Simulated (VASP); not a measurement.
# SiO2 (P4_12_12) in VASP: notebook

SiO2 is run at these levels: BLYP, PBE, PBEsol+D3(BJ), BLYP+D3(BJ); tasks: relaxation of cell and atoms, relaxation of the atoms.

Everything below comes from runs of VASP 6.6.1. Logs are shortened: lines on timing, memory, paths and dates and some standing lists are left out, and cuts for length are marked.

**1. The cell of the first run**

The structure is tetragonal, space group P4_12_12 (No. 92). The conventional cell has a = 4.982 Å, b = 4.982 Å, c = 6.963 Å, α = 90.00°, β = 90.00°, γ = 90.00°. Si (site symmetry 2) has 4 O at 1.60 to 1.61 Å within 2.1 Å. O (site symmetry 1) has 2 Si at 1.60 to 1.61 Å within 2.1 Å.

**2. Relaxation of cell and atoms, BLYP**

The input, INCAR:

```
SYSTEM = SiO2
AGGAC = 1.0 ; AGGAX = 1.0
ALDAC = 0.0 ; ALDAX = 1.0
ALGO = Normal ; EDIFF = 1E-7
EDIFFG = -0.01 ; ENCUT = 600
GGA = B5 ; GGA_COMPAT = .False.
IBRION = 2 ; ISIF = 3
ISMEAR = -1 ; LASPH = .True.
LCHARG = .False. ; LREAL = .False.
LWAVE = .False. ; NELM = 120
NELMIN = 4 ; NSW = 60
PREC = Accurate ; SIGMA = 0.05
```

The input, KPOINTS:

```
k-points
0
Gamma
  6 6 4
  0 0 0
```

The input, POSCAR:

```
SiO2
1.0
    4.9820000000      0.0000000000      0.0000000000
    0.0000000000      4.9820000000      0.0000000000
    0.0000000000      0.0000000000      6.9630000000
Si O
4 8
Direct
    0.7989700000      0.2010300000      0.7500000000
    0.7010300000      0.7010300000      0.5000000000
    0.2010300000      0.7989700000      0.2500000000
    0.2989700000      0.2989700000      0.0000000000
    0.1034700000      0.2398900000      0.8218700000
    0.2601100000      0.6034700000      0.0718700000
    0.8965300000      0.7601100000      0.3218700000
    0.7398900000      0.3965300000      0.5718700000
    0.6034700000      0.2601100000      0.9281300000
    0.7601100000      0.8965300000      0.6781300000
    0.3965300000      0.7398900000      0.4281300000
    0.2398900000      0.1034700000      0.1781300000
```

Potentials or basis: VASP PAW PBE potentials, release 64 (Si, O).

Command:

```bash
cat potpaw_PBE.64/Si/POTCAR potpaw_PBE.64/O/POTCAR > POTCAR
mpirun -np 1 vasp_std > vasp.out
```

OUTCAR:

```text
SYSTEM = SiO2
   EDIFF = 1E-7
   EDIFFG = -0.01
   ENCUT = 600
   GGA = B5
   IBRION = 2
   ISIF = 3
   ISMEAR = -1
   LASPH = .True.
   LREAL = .False.
   NELM = 120
   NELMIN = 4
   NSW = 60
   PREC = Accurate

 ion  position               nearest neighbor table
   1  0.799  0.201  0.750-   8 1.60   9 1.60   5 1.61  10 1.61   2 3.08   4 3.08   2 3.08   4 3.08

   2  0.701  0.701  0.500-   7 1.60  10 1.60   8 1.61  11 1.61   1 3.08   3 3.08   1 3.08   3 3.08

   3  0.201  0.799  0.250-   6 1.60  11 1.60   7 1.61  12 1.61   2 3.08   4 3.08   4 3.08   2 3.08

   4  0.299  0.299  0.000-   5 1.60  12 1.60   9 1.61   6 1.61   1 3.08   3 3.08   3 3.08   1 3.08

   5  0.103  0.240  0.822-   4 1.60   1 1.61
   6  0.260  0.603  0.072-   3 1.60   4 1.61
   7  0.897  0.760  0.322-   2 1.60   3 1.61
   8  0.740  0.397  0.572-   1 1.60   2 1.61
   9  0.603  0.260  0.928-   1 1.60   4 1.61
  10  0.760  0.897  0.678-   2 1.60   1 1.61
  11  0.397  0.740  0.428-   3 1.60   2 1.61
  12  0.240  0.103  0.178-   4 1.60   3 1.61

  LATTYP: Found a simple tetragonal cell.
 ALAT       =     4.9820000000
 C/A-ratio  =     1.3976314733

  Lattice vectors:

 A1 = (   4.9820000000,   0.0000000000,   0.0000000000)
 A2 = (   0.0000000000,   4.9820000000,   0.0000000000)
 A3 = (   0.0000000000,   0.0000000000,   6.9630000000)

Analysis of symmetry for initial positions (statically):
=====================================================================
 Subroutine PRICEL returns:
 Original cell was already a primitive cell.

 Routine SETGRP: Setting up the symmetry group for a
 simple tetragonal supercell.

 Subroutine GETGRP returns: Found  8 space group operations
 (whereof  2 operations were pure point group operations)
 out of a pool of 16 trial point group operations.

The static configuration has the point symmetry C_2 .
 The point group associated with its full space group is D_4 .

Analysis of symmetry for dynamics (positions and initial velocities):
=====================================================================
 Subroutine PRICEL returns:
 Original cell was already a primitive cell.

 Routine SETGRP: Setting up the symmetry group for a
 simple tetragonal supercell.

 Subroutine GETGRP returns: Found  8 space group operations
 (whereof  2 operations were pure point group operations)
 out of a pool of 16 trial point group operations.

The dynamic configuration has the point symmetry C_2 .
 The point group associated with its full space group is D_4 .

 Subroutine INISYM returns: Found  8 space group operations
 (whereof  2 operations are pure point group operations),
 and found     1 'primitive' translations

----------------------------------------------------------------------------------------

                                     Primitive cell

  volume of cell :     172.8239

  direct lattice vectors                    reciprocal lattice vectors
     4.982000000  0.000000000  0.000000000     0.200722601  0.000000000  0.000000000
     0.000000000  4.982000000  0.000000000     0.000000000  0.200722601  0.000000000
     0.000000000  0.000000000  6.963000000     0.000000000  0.000000000  0.143616257

  length of vectors
     4.982000000  4.982000000  6.963000000     0.200722601  0.200722601  0.143616257

  position of ions in fractional coordinates (direct lattice)
     0.798970000  0.201030000  0.750000000
     0.701030000  0.701030000  0.500000000
     0.201030000  0.798970000  0.250000000
     0.298970000  0.298970000  0.000000000
     0.103470000  0.239890000  0.821870000
     0.260110000  0.603470000  0.071870000
     0.896530000  0.760110000  0.321870000
     0.739890000  0.396530000  0.571870000
     0.603470000  0.260110000  0.928130000
     0.760110000  0.896530000  0.678130000
     0.396530000  0.739890000  0.428130000
     0.239890000  0.103470000  0.178130000

  ion indices of the primitive-cell ions
   primitive index   ion index
                 1           1
                 2           2
                 3           3
                 4           4
                 5           5
                 6           6
                 7           7
                 8           8
                 9           9
                10          10
                11          11
                12          12

----------------------------------------------------------------------------------------

 KPOINTS: k-points

Automatic generation of k-mesh.
 Grid dimensions read from file:
 generate k-points for:    6    6    4

 Generating k-lattice:

  Cartesian coordinates                     Fractional coordinates (reciprocal lattice)
     0.033453767  0.000000000  0.000000000     0.166666667  0.000000000  0.000000000
     0.000000000  0.033453767  0.000000000     0.000000000  0.166666667  0.000000000
     0.000000000  0.000000000  0.035904064     0.000000000  0.000000000  0.250000000

  Length of vectors
     0.033453767  0.033453767  0.035904064

  Shift w.r.t. Gamma in fractional coordinates (k-lattice)
     0.000000000  0.000000000  0.000000000

 Subroutine IBZKPT returns following result:
 ===========================================

 Found     30 irreducible k-points:

 Following reciprocal coordinates:
            Coordinates               Weight
  0.000000  0.000000  0.000000      1.000000
  0.166667  0.000000  0.000000      4.000000
  0.333333  0.000000  0.000000      4.000000
  0.500000  0.000000  0.000000      2.000000
  0.166667  0.166667  0.000000      4.000000
  0.333333  0.166667  0.000000      8.000000
[... 16 lines left out ...]
  0.333333  0.000000  0.500000      4.000000
  0.500000  0.000000  0.500000      2.000000
 [... further k-points ...]
   k-points           NKPTS =     30   k-points in BZ     NKDIM =     30   number of bands    NBANDS=     39
   number of dos      NEDOS =    301   number of ions     NIONS =     12
   total plane-waves  NPLWV =  89600
   dimension x,y,z NGX =    40 NGY =   40 NGZ =   56
   dimension x,y,z NGXF=    80 NGYF=   80 NGZF=  112
   ions per type =               4   8
   NGX,Y,Z   is equivalent  to a cutoff of  13.35, 13.35, 13.37 a.u.
   NGXF,Y,Z  is equivalent  to a cutoff of  26.70, 26.70, 26.74 a.u.
 SYSTEM =  SiO2
   PREC   = accura    normal or accurate (medium, high low for compatibility)
   ISTART =      0    job   : 0-new  1-cont  2-samecut
   ICHARG =      2    charge: 1-file 2-atom 10-const
   ISPIN  =      1    spin polarized calculation?
   LNONCOLLINEAR =      F non collinear calculations
   LSORBIT =      F    spin-orbit coupling
   LASPH  =      T    aspherical Exc in radial PAW
   ENCUT  =  600.0 eV  44.10 Ry    6.64 a.u.   9.95  9.95 13.91*2*pi/ulx,y,z
   NELM   =    120;   NELMIN=  4; NELMDL= -5     # of ELM steps
   EDIFF  = 0.1E-06   stopping-criterion for ELM
   LREAL  =      F    real-space projection
   EDIFFG = -.1E-01   stopping-criterion for IOM
   NSW    =     60    number of steps for IOM
   IBRION =      2    ionic relax: 0-MD 1-quasi-New 2-CG
   NFREE  =      1    steps in history (QN), initial steepest desc. (CG)
   ISIF   =      3    stress and relaxation
   ISYM   =      2    0-nonsym 1-usesym 2-fastsym
   POTIM  = 0.5000    time-step for ionic-motion
   TEBEG  =    0.0;   TEEND  =   0.0 temperature during run
   PSTRESS=    0.0 pullay stress
   NELECT =      64.0000    total number of electrons
   NUPDOWN=      -1.0000    fix difference up-down
   EMIN   =  10.00;   EMAX   =-10.00  energy-range for DOS
   EFERMI =   0.00;   METHOD = LEGACY
   ISMEAR =    -1;   SIGMA  =   0.05  broadening in eV -4-tet -1-fermi 0-gaus
   EFERMI_NEDOS =   21; number of points for ismear=-14 and -15
   IALGO  =     38    algorithm
   IMIX   =      4    mixing-type and parameters
     AMIX     =   0.40;   BMIX     =  1.00
     AMIX_MAG =   1.60;   BMIX_MAG =  1.00
  volume/ion in A,a.u.               =      14.40        97.19
  Fermi-wavevector in a.u.,A,eV,Ry     =   1.175620  2.221599 18.804365  1.382082
  Thomas-Fermi vector in A             =   2.311997
   LORBIT       =      0    0 simple, 1 ext, 2 COOP (PROOUT), +10 PAW based schemes
   GGA     = B5    functional components
   LHFCALC =     F    Hartree Fock is set to
   AEXX    =    0.0000 exact exchange contribution
   IVDW    =     0    specifies the selected vdW correction
   LEPSILON=     F    determine dielectric tensor
   LRPA    =     F    only Hartree local field effects (RPA)
 conjugate gradient relaxation of ions
 non-spin polarized calculation
  energy-cutoff  :      600.00
  volume of cell :      172.82
 maximum number of plane-waves:      5796
 NGX is ok and might be reduce to    40
   NGX = 19   NGY = 19   NGZ = 27

--------------------------------------- Ionic step        1  -------------------------------------------

 number of electron      63.9999987 magnetization

 Free energy of the ion-electron system (eV)
  ---------------------------------------------------
  ext. energy  EPLUGINS =         0.00000000
  ---------------------------------------------------
  free energy    TOTEN  =       -91.18114440 eV

  energy without entropy =      -91.18114440  energy(sigma->0) =      -91.18114440

------------------------ aborting loop because EDIFF is reached ----------------------------------------

  FORCE on cell =-STRESS in cart. coord.  units (eV):
  Direction    XX          YY          ZZ          XY          YZ          ZX
  --------------------------------------------------------------------------------------
  -------------------------------------------------------------------------------------
  Total        8.5103420      8.5103420      9.1069911     -0.0000000      0.0000000     -0.0000000
  in kB       78.8957767     78.8957767     84.4270572     -0.0000000      0.0000000     -0.0000000
  external PRESSURE =      80.7395368 kB  Pullay stress =       0.0000000 kB
[... 119 lines left out ...]
  FREE ENERGIE OF THE ION-ELECTRON SYSTEM (eV)
  ---------------------------------------------------
  free  energy   TOTEN  =       -91.3799174884 eV

  energy  without entropy=      -91.3799174883  energy(sigma->0) =      -91.37991749

[... ionic steps 4 to 28 ...]

--------------------------------------- Ionic step       29  -------------------------------------------

 number of electron      63.9999937 magnetization

------------------------ aborting loop because EDIFF is reached ----------------------------------------
[... 87 lines left out ...]
--------------------------------------- Ionic step       31  -------------------------------------------

 number of electron      63.9999938 magnetization

 Free energy of the ion-electron system (eV)
  ---------------------------------------------------
  ext. energy  EPLUGINS =         0.00000000
  ---------------------------------------------------
  free energy    TOTEN  =       -91.43020983 eV

  energy without entropy =      -91.43020983  energy(sigma->0) =      -91.43020983

 E-fermi :   0.7085     XC(G=0):  -7.6065

 val. band max:       -0.3255700491   @ k =   0.0000   0.0000   0.0000
 cond. band min:       5.1105406776   @ k =   0.0000   0.0000   0.0000
 fundamental gap:      5.4361107266
 Fermi energy:         0.7085286831

 k-point     1 :       0.0000    0.0000    0.0000
  band No.  band energies     occupation
      1     -19.4928      2.00000
      2     -18.6539      2.00000
      3     -18.6539      2.00000
      4     -17.5467      2.00000
      5     -17.5326      2.00000
      6     -17.5302      2.00000
[... 997 lines left out ...]
     38       8.6415      0.00000
     39       9.6875      0.00000

 [... further k-points ...]

------------------------ aborting loop because EDIFF is reached ----------------------------------------

  FORCE on cell =-STRESS in cart. coord.  units (eV):
  Direction    XX          YY          ZZ          XY          YZ          ZX
  --------------------------------------------------------------------------------------
  -------------------------------------------------------------------------------------
  Total        0.0225905      0.0225905      0.0502037      0.0000000      0.0000000      0.0000000
  in kB        0.1886912      0.1886912      0.4193358      0.0000000      0.0000000      0.0000000
  external PRESSURE =       0.2655727 kB  Pullay stress =       0.0000000 kB
[... 27 lines left out ...]
  FREE ENERGIE OF THE ION-ELECTRON SYSTEM (eV)
  ---------------------------------------------------
  free  energy   TOTEN  =       -91.4302098263 eV

  energy  without entropy=      -91.4302098262  energy(sigma->0) =      -91.43020983

 reached required accuracy - stopping structural energy minimisation
```

Run time: 40 min. Hardware: 1 thread of Intel Xeon 6975P-C (Granite Rapids), shared host; peak memory 0.39 GiB.

Results:

```yaml
Free_energy: -91.4302 eV
Relaxed_volume: 15.98 Å³/atom
Relaxed_cell: a = 5.153 Å, b = 5.153 Å, c = 7.223 Å, α = 90.00°, β = 90.00°, γ = 90.00°
Space_group_after_relaxing_to_0.1_Å: P4_12_12 (No. 92)
Energy_gained_by_relaxing: 20.8 meV/atom
Ionic_steps: 31
Pressure_after_relaxing: 0.0 GPa
Largest_force_after_relaxing: 0.004 eV/Å
Band_gap_on_the_k_mesh: 5.44 eV
```

Forces on the atoms (eV/Å):
```
Si  -0.001  0.001  0.000
Si   0.001  0.001  0.000
Si   0.001 -0.001  0.000
Si  -0.001 -0.001  0.000
O   -0.004  0.001  0.000
O   -0.001 -0.004  0.000
O    0.004 -0.001  0.000
O    0.001  0.004  0.000
O   -0.004 -0.001  0.000
O   -0.001  0.004  0.000
O    0.004  0.001  0.000
O    0.001 -0.004  0.000
```

The path:
```tsv
step	energy change (eV)	largest force (eV/Å)	pressure (GPa)	volume (Å³)
1	0.0000	0.4447	8.07	172.82
2	0.1710	0.8022	-8.63	191.62
3	-0.1988	0.1784	0.12	180.43
4	-0.1988	0.1697	0.27	180.28
5	-0.1926	0.3687	-0.21	181.12
6	-0.2018	0.0918	0.08	180.59
7	-0.2046	0.0784	0.06	180.89
8	-0.2076	0.0567	0.03	181.44
9	-0.2059	0.1941	-0.06	182.55
10	-0.2082	0.0980	0.00	181.81
11	-0.2113	0.0935	0.09	182.13
12	-0.2194	0.0799	0.33	183.09
13	-0.2297	0.0688	0.73	185.03
14	-0.2320	0.1553	1.27	188.95
15	-0.2336	0.1245	1.13	187.50
16	-0.2349	0.1190	1.01	187.80
17	-0.2380	0.1065	0.67	188.69
18	-0.2408	0.1061	-0.01	190.50
19	-0.2417	0.1008	-0.04	190.61
20	-0.2437	0.1041	-0.13	190.93
21	-0.2447	0.1713	-0.31	191.59
22	-0.2453	0.1602	-0.30	191.66
23	-0.2467	0.1273	-0.30	191.84
24	-0.2482	0.0908	-0.28	192.20
25	-0.2483	0.0834	-0.28	192.30
26	-0.2487	0.0545	-0.20	192.17
27	-0.2490	0.0179	-0.05	191.92
28	-0.2490	0.0111	-0.03	191.88
29	-0.2490	0.0159	0.03	191.82
30	-0.2490	0.0123	0.03	191.82
31	-0.2491	0.0045	0.03	191.82
```

Final structure:
```
CELL_PARAMETERS angstrom
5.15319 0.00000 0.00000
0.00000 5.15319 0.00000
0.00000 0.00000 7.22325
ATOMIC_POSITIONS crystal
Si 0.78746 0.21254 0.75000
Si 0.71254 0.71254 0.50000
Si 0.21254 0.78746 0.25000
Si 0.28746 0.28746 0.00000
O 0.07947 0.24355 0.83320
O 0.25645 0.57947 0.08320
O 0.92053 0.75645 0.33320
O 0.74355 0.42053 0.58320
O 0.57947 0.25645 0.91680
O 0.75645 0.92053 0.66680
O 0.42053 0.74355 0.41680
O 0.24355 0.07947 0.16680
```

Caveat: the PAW data sets were made with another functional, which shifts forces and pressure a little. A k mesh can miss the band edges.

**3. Relaxation of cell and atoms, PBE**

The input, INCAR:

```
SYSTEM = SiO2
PREC = Accurate ; ENCUT = 600
EDIFF = 1E-7 ; ISMEAR = -1
SIGMA = 0.05 ; LREAL = .FALSE.
LASPH = .TRUE. ; NELM = 120
ALGO = Normal ; ISIF = 3
LWAVE = .FALSE. ; LCHARG = .FALSE.
GGA = PE ; IBRION = 2
NSW = 60 ; EDIFFG = -0.01
GGA_COMPAT = .FALSE. ; NELMIN = 4
```

The input, KPOINTS:

```
regular mesh
0
G
  6 6 4
  0 0 0
```

POSCAR is that of step 2.

Potentials or basis: VASP PAW PBE potentials, release 64 (Si, O).

Command:

```bash
cat potpaw_PBE.64/Si/POTCAR potpaw_PBE.64/O/POTCAR > POTCAR
mpirun -np 1 vasp_std > vasp.out
```

Run time: 57 min. Hardware: 1 thread of Intel Xeon Platinum 8488C (Sapphire Rapids), shared host; peak memory 0.39 GiB.

It converged, with:

```yaml
Free_energy: -94.9602 eV
Relaxed_volume: 15.31 Å³/atom
Relaxed_cell: a = 5.088 Å, b = 5.088 Å, c = 7.098 Å, α = 90.00°, β = 90.00°, γ = 90.00°
Space_group_after_relaxing_to_0.1_Å: P4_12_12 (No. 92)
Energy_gained_by_relaxing: 10.4 meV/atom
Ionic_steps: 36
Pressure_after_relaxing: 0.0 GPa
Largest_force_after_relaxing: 0.008 eV/Å
Band_gap_on_the_k_mesh: 5.51 eV
```

Forces on the atoms (eV/Å):
```
Si  -0.002  0.002  0.000
Si   0.002  0.002  0.000
Si   0.002 -0.002  0.000
Si  -0.002 -0.002  0.000
O    0.000 -0.007 -0.004
O    0.007  0.000 -0.004
O    0.000  0.007 -0.004
O   -0.007  0.000 -0.004
O    0.000  0.007  0.004
O    0.007  0.000  0.004
O    0.000 -0.007  0.004
O   -0.007  0.000  0.004
```

Step by step:
| step | energy change (eV) | largest force (eV/Å) | pressure (GPa) | volume (Å³) |
| --- | --- | --- | --- | --- |
| 1 | 0.0000 | 0.4022 | 6.18 | 172.82 |
| 2 | 0.1277 | 0.6891 | -7.28 | 187.10 |
| 3 | -0.1179 | 0.1401 | 0.12 | 178.46 |
| 4 | -0.1179 | 0.1349 | 0.23 | 178.35 |
| 5 | -0.1095 | 0.3645 | -0.32 | 179.05 |
| 6 | -0.1197 | 0.0308 | 0.05 | 178.56 |
| 7 | -0.1201 | 0.0276 | 0.01 | 178.68 |
| 8 | -0.1207 | 0.0331 | -0.13 | 179.05 |
| 9 | -0.1209 | 0.0217 | 0.03 | 178.97 |
| 10 | -0.1209 | 0.0245 | 0.10 | 178.94 |
| 11 | -0.1212 | 0.0322 | 0.11 | 179.01 |
| 12 | -0.1215 | 0.0673 | 0.16 | 179.19 |
| 13 | -0.1216 | 0.0626 | 0.15 | 179.22 |
| 14 | -0.1218 | 0.0486 | 0.13 | 179.34 |
| 15 | -0.1222 | 0.0317 | 0.08 | 179.57 |
| 16 | -0.1225 | 0.0358 | -0.02 | 180.03 |
| 17 | -0.1225 | 0.0301 | -0.01 | 179.97 |
| 18 | -0.1226 | 0.0300 | -0.01 | 180.05 |
| 19 | -0.1229 | 0.0343 | 0.00 | 180.29 |
| 20 | -0.1233 | 0.0544 | 0.00 | 180.75 |
| 21 | -0.1232 | 0.1082 | 0.00 | 181.69 |
| 22 | -0.1234 | 0.0748 | 0.00 | 181.13 |
| 23 | -0.1236 | 0.0670 | 0.01 | 181.21 |
| 24 | -0.1239 | 0.0444 | 0.02 | 181.46 |
| 25 | -0.1240 | 0.0652 | 0.04 | 181.96 |
| 26 | -0.1240 | 0.0539 | 0.03 | 181.84 |
| 27 | -0.1242 | 0.0465 | 0.03 | 181.95 |
| 28 | -0.1245 | 0.0244 | 0.04 | 182.27 |
| 29 | -0.1247 | 0.0413 | 0.03 | 182.91 |
| 30 | -0.1249 | 0.0147 | 0.00 | 183.21 |
| 31 | -0.1249 | 0.0149 | 0.00 | 183.22 |
| 32 | -0.1250 | 0.0133 | -0.01 | 183.33 |
| 33 | -0.1251 | 0.0142 | -0.02 | 183.45 |
| 34 | -0.1251 | 0.0256 | -0.04 | 183.68 |
| 35 | -0.1252 | 0.0118 | -0.02 | 183.76 |
| 36 | -0.1252 | 0.0080 | -0.02 | 183.74 |

Final structure:
```xyz
12
Lattice="5.0879 0.0000 0.0000 0.0000 5.0879 0.0000 0.0000 0.0000 7.0980" Properties=species:S:1:pos:R:3 pbc="T T T"
Si    4.0393    1.0486    5.3235
Si    3.5926    3.5926    3.5490
Si    1.0486    4.0393    1.7745
Si    1.4953    1.4953    0.0000
O     0.4727    1.2284    5.8641
O     1.3156    3.0167    0.5406
O     4.6151    3.8595    2.3151
O     3.7723    2.0712    4.0896
O     3.0167    1.3156    6.5574
O     3.8595    4.6151    4.7829
O     2.0712    3.7723    3.0084
O     1.2284    0.4727    1.2339
```

Levels at points of the mesh, in eV from the valence-band top:
```
           k point  band 29  band 30  band 31  band 32  band 33  band 34  band 35  band 36
(0.00, 0.00, 0.00)    -0.66    -0.24    -0.24     0.00     5.51     8.66     8.66     8.88
(0.50, 0.00, 0.00)    -0.63    -0.63    -0.45    -0.45     7.48     7.48     9.11     9.11
(0.50, 0.50, 0.00)    -0.59    -0.59    -0.55    -0.55     8.49     8.49     8.58     8.58
(0.00, 0.00, 0.50)    -0.49    -0.49    -0.39    -0.39     6.70     6.70     9.32     9.32
(0.50, 0.00, 0.50)    -0.92    -0.92    -0.16    -0.16     7.71     7.71     8.70     8.70
(0.50, 0.50, 0.50)    -0.64    -0.64    -0.64    -0.64     9.01     9.01     9.01     9.01
```

[end of part 1 of 3]
